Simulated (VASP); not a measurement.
# SrVO3 (Pm-3m) in VASP: notebook

The runs below take SrVO3 through single point, with revPBE, RPBE.

Everything below comes from runs of VASP 6.6.1. Logs are shortened: lines on timing, memory, paths and dates and some standing lists are left out, and cuts for length are marked.

## (1) The cell of the first run

It takes space group Pm-3m (No. 221, cubic). The conventional cell has a = 3.890 Å, b = 3.890 Å, c = 3.890 Å, α = 90.00°, β = 90.00°, γ = 90.00°. Sr (site symmetry m-3m) has 12 O at 2.75 Å and 8 V at 3.37 Å within 3.6 Å. V (site symmetry m-3m) has 6 O at 1.94 Å within 2.6 Å. O (site symmetry 4/mmm) has 2 V at 1.94 Å within 2.6 Å.

## (2) Single point, revPBE, collinear spin, ferromagnetic start

Input file INCAR:

```
SYSTEM = SrVO3
  PREC = Accurate
  ENCUT = 520
  EDIFF = 1E-6
  ISMEAR = -1
  SIGMA = 0.05
  LREAL = .FALSE.
  LASPH = .TRUE.
  NELM = 150
  ALGO = Normal
  ISIF = 2
  LWAVE = .FALSE.
  LCHARG = .FALSE.
  ISPIN = 2
  MAGMOM = 0 2 0 0 0
  LORBIT = 11
  LMAXMIX = 4
  GGA = RE
  NBANDS = 32
```

Input file KPOINTS:

```
Automatic mesh
0
G
  5 5 5
  0 0 0
```

Input file POSCAR:

```
SrVO3
1.0
    3.8899072997      0.0000000000      0.0000000000
    0.0000000000      3.8899072997      0.0000000000
    0.0000000000      0.0000000000      3.8899072997
Sr V O
1 1 3
Direct
    0.5000000000      0.5000000000      0.5000000000
    0.0000000000      0.0000000000      0.0000000000
    0.0000000000      0.0000000000      0.5000000000
    0.0000000000      0.5000000000      0.0000000000
    0.5000000000      0.0000000000      0.0000000000
```

Potentials or basis: VASP PAW PBE potentials, release 64 (Sr_sv, V_sv, O).

The run is started by

```
cat potpaw_PBE.64/Sr_sv/POTCAR potpaw_PBE.64/V_sv/POTCAR potpaw_PBE.64/O/POTCAR > POTCAR
mpirun -np 1 vasp_std > vasp.out
```

OUTCAR:

```text
SYSTEM = SrVO3
   PREC = Accurate
   ENCUT = 520
   EDIFF = 1E-6
   ISMEAR = -1
   LREAL = .FALSE.
   LASPH = .TRUE.
   NELM = 150
   ISIF = 2
   ISPIN = 2
   LORBIT = 11
   GGA = RE

 ion  position               nearest neighbor table
   1  0.500  0.500  0.500-   3 2.75   4 2.75   5 2.75   4 2.75   5 2.75   3 2.75   5 2.75   5 2.75
                             3 2.75   4 2.75   4 2.75   3 2.75   2 3.37   2 3.37   2 3.37   2 3.37
   2  0.000  0.000  0.000-   3 1.94   4 1.94   5 1.94   3 1.94   4 1.94   5 1.94   1 3.37   1 3.37
                             1 3.37   1 3.37   1 3.37   1 3.37   1 3.37   1 3.37
   3  0.000  0.000  0.500-   2 1.94   2 1.94   1 2.75   1 2.75   1 2.75   1 2.75
   4  0.000  0.500  0.000-   2 1.94   2 1.94   1 2.75   1 2.75   1 2.75   1 2.75
   5  0.500  0.000  0.000-   2 1.94   2 1.94   1 2.75   1 2.75   1 2.75   1 2.75

  LATTYP: Found a simple cubic cell.
 ALAT       =     3.8899072997

  Lattice vectors:

 A1 = (   3.8899072997,   0.0000000000,   0.0000000000)
 A2 = (   0.0000000000,   3.8899072997,   0.0000000000)
 A3 = (   0.0000000000,   0.0000000000,   3.8899072997)

Analysis of symmetry for initial positions (statically):
=====================================================================
 Subroutine PRICEL returns:
 Original cell was already a primitive cell.

 Routine SETGRP: Setting up the symmetry group for a
 simple cubic supercell.

 Subroutine GETGRP returns: Found 48 space group operations
 (whereof 48 operations were pure point group operations)
 out of a pool of 48 trial point group operations.

The static configuration has the point symmetry O_h .

Analysis of symmetry for dynamics (positions and initial velocities):
=====================================================================
 Subroutine PRICEL returns:
 Original cell was already a primitive cell.

 Routine SETGRP: Setting up the symmetry group for a
 simple cubic supercell.

 Subroutine GETGRP returns: Found 48 space group operations
 (whereof 48 operations were pure point group operations)
 out of a pool of 48 trial point group operations.

The dynamic configuration has the point symmetry O_h .

Analysis of structural, dynamic, and magnetic symmetry:
=====================================================================
 Subroutine PRICEL returns:
 Original cell was already a primitive cell.

 Routine SETGRP: Setting up the symmetry group for a
 simple cubic supercell.

 Subroutine GETGRP returns: Found 48 space group operations
 (whereof 48 operations were pure point group operations)
 out of a pool of 48 trial point group operations.

The overall configuration has the point symmetry O_h .

 Subroutine INISYM returns: Found 48 space group operations
 (whereof 48 operations are pure point group operations),
 and found     1 'primitive' translations

----------------------------------------------------------------------------------------

                                     Primitive cell

  volume of cell :      58.8597

  direct lattice vectors                    reciprocal lattice vectors
     3.889907300  0.000000000  0.000000000     0.257075535  0.000000000  0.000000000
     0.000000000  3.889907300  0.000000000     0.000000000  0.257075535  0.000000000
     0.000000000  0.000000000  3.889907300     0.000000000  0.000000000  0.257075535

  length of vectors
     3.889907300  3.889907300  3.889907300     0.257075535  0.257075535  0.257075535

  position of ions in fractional coordinates (direct lattice)
     0.500000000  0.500000000  0.500000000
     0.000000000  0.000000000  0.000000000
     0.000000000  0.000000000  0.500000000
     0.000000000  0.500000000  0.000000000
     0.500000000  0.000000000  0.000000000

  ion indices of the primitive-cell ions
   primitive index   ion index
                 1           1
                 2           2
                 3           3
                 4           4
                 5           5

----------------------------------------------------------------------------------------
[... 27 lines left out ...]
  0.000000  0.000000  0.000000      1.000000
  0.200000  0.000000  0.000000      6.000000
  0.400000  0.000000  0.000000      6.000000
  0.200000  0.200000  0.000000     12.000000
  0.400000  0.200000  0.000000     24.000000
  0.400000  0.400000  0.000000     12.000000
  0.200000  0.200000  0.200000      8.000000
  0.400000  0.200000  0.200000     24.000000
  0.400000  0.400000  0.200000     24.000000
  0.400000  0.400000  0.400000      8.000000
   k-points           NKPTS =     10   k-points in BZ     NKDIM =     10   number of bands    NBANDS=     32
   number of dos      NEDOS =    301   number of ions     NIONS =      5
   total plane-waves  NPLWV =  27000
   dimension x,y,z NGX =    30 NGY =   30 NGZ =   30
   dimension x,y,z NGXF=    60 NGYF=   60 NGZF=   60
   ions per type =               1   1   3
   NGX,Y,Z   is equivalent  to a cutoff of  12.82, 12.82, 12.82 a.u.
   NGXF,Y,Z  is equivalent  to a cutoff of  25.64, 25.64, 25.64 a.u.
 SYSTEM =  SrVO3
   PREC   = accura    normal or accurate (medium, high low for compatibility)
   ISTART =      0    job   : 0-new  1-cont  2-samecut
   ICHARG =      2    charge: 1-file 2-atom 10-const
   ISPIN  =      2    spin polarized calculation?
   LNONCOLLINEAR =      F non collinear calculations
   LSORBIT =      F    spin-orbit coupling
   LASPH  =      T    aspherical Exc in radial PAW
   ENCUT  =  520.0 eV  38.22 Ry    6.18 a.u.   7.23  7.23  7.23*2*pi/ulx,y,z
   NELM   =    150;   NELMIN=  2; NELMDL= -5     # of ELM steps
   EDIFF  = 0.1E-05   stopping-criterion for ELM
   LREAL  =      F    real-space projection
   EDIFFG = 0.1E-04   stopping-criterion for IOM
   NSW    =      0    number of steps for IOM
   IBRION =     -1    ionic relax: 0-MD 1-quasi-New 2-CG
   NFREE  =      0    steps in history (QN), initial steepest desc. (CG)
   ISIF   =      2    stress and relaxation
   ISYM   =      2    0-nonsym 1-usesym 2-fastsym
   POTIM  = 0.5000    time-step for ionic-motion
   TEBEG  =    0.0;   TEEND  =   0.0 temperature during run
   PSTRESS=    0.0 pullay stress
   NELECT =      41.0000    total number of electrons
   NUPDOWN=      -1.0000    fix difference up-down
   EMIN   =  10.00;   EMAX   =-10.00  energy-range for DOS
   EFERMI =   0.00;   METHOD = LEGACY
   ISMEAR =    -1;   SIGMA  =   0.05  broadening in eV -4-tet -1-fermi 0-gaus
   EFERMI_NEDOS =   21; number of points for ismear=-14 and -15
   IALGO  =     38    algorithm
   IMIX   =      4    mixing-type and parameters
     AMIX     =   0.40;   BMIX     =  1.00
     AMIX_MAG =   1.60;   BMIX_MAG =  1.00
  volume/ion in A,a.u.               =      11.77        79.44
  Fermi-wavevector in a.u.,A,eV,Ry     =   1.451210  2.742389 28.654003  2.106010
  Thomas-Fermi vector in A             =   2.568733
   LORBIT       =     11    0 simple, 1 ext, 2 COOP (PROOUT), +10 PAW based schemes
   GGA     = RE    functional components
   LHFCALC =     F    Hartree Fock is set to
   AEXX    =    0.0000 exact exchange contribution
   IVDW    =     0    specifies the selected vdW correction
   LEPSILON=     F    determine dielectric tensor
   LRPA    =     F    only Hartree local field effects (RPA)
 spin polarized calculation
  energy-cutoff  :      520.00
  volume of cell :       58.86
 maximum number of plane-waves:      1595
 NGX is ok and might be reduce to    30
   NGX = 15   NGY = 15   NGZ = 15

 number of electron      41.0000018 magnetization       0.7622051

 Free energy of the ion-electron system (eV)
  ---------------------------------------------------
  ext. energy  EPLUGINS =         0.00000000
  ---------------------------------------------------
  free energy    TOTEN  =       -37.46741641 eV

  energy without entropy =      -37.45301389  energy(sigma->0) =      -37.46021515

 E-fermi :   5.8708     XC(G=0): -11.1918

 val. band max:        5.8696699988   @ k =   0.2000   0.2000   0.2000
 cond. band min:       5.8916662142   @ k =   0.4000   0.2000   0.2000
 fundamental gap:      0.0219962154
 Fermi energy:         5.8707823622

 spin component 1

 k-point     1 :       0.0000    0.0000    0.0000
  band No.  band energies     occupation
      1     -60.3691      1.00000
      2     -34.1268      1.00000
      3     -34.1268      1.00000
      4     -34.1268      1.00000
      5     -28.6421      1.00000
      6     -13.5771      1.00000
[... 339 lines left out ...]
     31      15.0715      0.00000
     32      18.2747      0.00000
 Fermi energy:         5.8707823622

 spin component 2

 k-point     1 :       0.0000    0.0000    0.0000
  band No.  band energies     occupation
      1     -59.5870      1.00000
      2     -33.3533      1.00000
      3     -33.3533      1.00000
      4     -33.3533      1.00000
      5     -28.6420      1.00000
      6     -13.5666      1.00000
[... 339 lines left out ...]
     31      15.1072      0.00000
     32      18.3154      0.00000

------------------------ aborting loop because EDIFF is reached ----------------------------------------

  FORCE on cell =-STRESS in cart. coord.  units (eV):
  Direction    XX          YY          ZZ          XY          YZ          ZX
  --------------------------------------------------------------------------------------
  -------------------------------------------------------------------------------------
  Total        0.2913323      0.2913323      0.2913323     -0.0000000     -0.0000000      0.0000000
  in kB        7.9301504      7.9301504      7.9301504     -0.0000000     -0.0000000      0.0000000
  external PRESSURE =       7.9301504 kB  Pullay stress =       0.0000000 kB

 VOLUME and BASIS-vectors are now :
 -----------------------------------------------------------------------------
  energy-cutoff  :      520.00
  volume of cell :       58.86
      direct lattice vectors                 reciprocal lattice vectors
     3.889907300  0.000000000  0.000000000     0.257075535  0.000000000  0.000000000
     0.000000000  3.889907300  0.000000000     0.000000000  0.257075535  0.000000000
     0.000000000  0.000000000  3.889907300     0.000000000  0.000000000  0.257075535

 POSITION                                       TOTAL-FORCE (eV/Angst)
 -----------------------------------------------------------------------------------
      1.94495      1.94495      1.94495         0.000000      0.000000      0.000000
      0.00000      0.00000      0.00000         0.000000      0.000000      0.000000
      0.00000      0.00000      1.94495         0.000000      0.000000      0.000000
      0.00000      1.94495      0.00000         0.000000      0.000000      0.000000
      1.94495      0.00000      0.00000         0.000000      0.000000      0.000000
 -----------------------------------------------------------------------------------
    total drift:                                0.000000     -0.000000      0.000000

  FREE ENERGIE OF THE ION-ELECTRON SYSTEM (eV)
  ---------------------------------------------------
  free  energy   TOTEN  =       -37.4674164070 eV

  energy  without entropy=      -37.4530138901  energy(sigma->0) =      -37.46021515

 total charge

# of ion       s       p       d       tot
------------------------------------------
    1        1.999   5.819   0.200   8.018
    2        2.271   6.322   2.894  11.486
    3        1.566   3.473   0.000   5.040
    4        1.566   3.473   0.000   5.040
    5        1.566   3.473   0.000   5.040
--------------------------------------------------
tot          8.969  22.560   3.094  34.623

 magnetization (x)

# of ion       s       p       d       tot
------------------------------------------
    1       -0.000  -0.001   0.002   0.001
    2        0.005   0.006   0.722   0.733
    3       -0.001  -0.008   0.000  -0.009
    4       -0.001  -0.008   0.000  -0.009
    5       -0.001  -0.008   0.000  -0.009
--------------------------------------------------
tot          0.003  -0.020   0.724   0.707
```

Run time: 45 s. Hardware: 1 thread of Intel Xeon Platinum 8259CL at 2.50GHz (Skylake/Cascade Lake), shared host; peak memory 0.2 GiB.

What came out:

| Quantity | Value |
| --- | --- |
| Free energy | -37.4674 eV |
| Pressure | 0.8 GPa |
| Net moment | 0.76 μB per cell |
| Site moments | Sr +0.00; V +0.73; O -0.01 μB |
| Valence electrons inside the program's atomic spheres | Sr 8.02; V 11.49; O 5.04 |

Caveat: the PAW data sets were made with another functional, which shifts forces and pressure a little; semilocal functionals often make such compounds metallic where correlation or magnetic order opens a gap, which also shifts bond lengths.

## (3) Single point, RPBE, collinear spin, ferromagnetic start

This run uses another cell than the first one, of 11.86 Å³/atom, 1.008 times its volume.

Input file INCAR:

```
SYSTEM = SrVO3
PREC = Accurate ; ENCUT = 520
EDIFF = 1E-6 ; ISMEAR = -1
SIGMA = 0.05 ; LREAL = .FALSE.
LASPH = .TRUE. ; NELM = 150
ALGO = Normal ; ISIF = 2
LWAVE = .FALSE. ; LCHARG = .TRUE.
ISPIN = 2 ; MAGMOM = 0 2 0 0 0
LORBIT = 11 ; LMAXMIX = 4
GGA = RP ; LELF = .TRUE.
LVHAR = .TRUE. ; NBANDS = 32
```

KPOINTS is that of step 2.

POSCAR, as its differences from that of step 2:

```diff
@@ -2,5 +2,5 @@
 1.0
-    3.8899072997      0.0000000000      0.0000000000
-    0.0000000000      3.8899072997      0.0000000000
-    0.0000000000      0.0000000000      3.8899072997
+    3.8998295146      0.0000000000      0.0000000000
+    0.0000000000      3.8998295146      0.0000000000
+    0.0000000000      0.0000000000      3.8998295146
 Sr V O
```

Potentials or basis: VASP PAW PBE potentials, release 64 (Sr_sv, V_sv, O).

The run is started by

```
cat potpaw_PBE.64/Sr_sv/POTCAR potpaw_PBE.64/V_sv/POTCAR potpaw_PBE.64/O/POTCAR > POTCAR
mpirun -np 1 vasp_std > vasp.out
```

It took 46 s on 1 thread of Intel Xeon Platinum 8259CL at 2.50GHz (Skylake/Cascade Lake), shared host; peak memory 0.2 GiB.

The run converged. Its results:

* Free energy: -37.1794 eV
* Pressure: 0.8 GPa
* Net moment: 0.76 μB per cell
* Site moments: Sr +0.00; V +0.74; O -0.01 μB
* Valence electrons inside the program's atomic spheres: Sr 8.02; V 11.47; O 5.04

Levels at points of the mesh, in eV from the Fermi level:
Spin up:
```tsv
k point	band 18	band 19	band 20	band 21	band 22	band 23	band 24	band 25
(0.00, 0.00, 0.00)	-2.16	-2.16	-2.16	-1.17	-1.17	-1.17	1.07	1.07
```
Spin down:
```tsv
k point	band 16	band 17	band 18	band 19	band 20	band 21	band 22	band 23	band 24	band 25
(0.00, 0.00, 0.00)	-2.91	-2.91	-2.17	-2.17	-2.17	-0.27	-0.27	-0.27	1.48	1.48
```

Caveat: the PAW data sets were made with another functional, which shifts forces and pressure a little; semilocal functionals often make such compounds metallic where correlation or magnetic order opens a gap, which also shifts bond lengths. With open d or f shells a metallic result of RPBE can be an artefact of self-interaction; +U or a hybrid may open a gap.
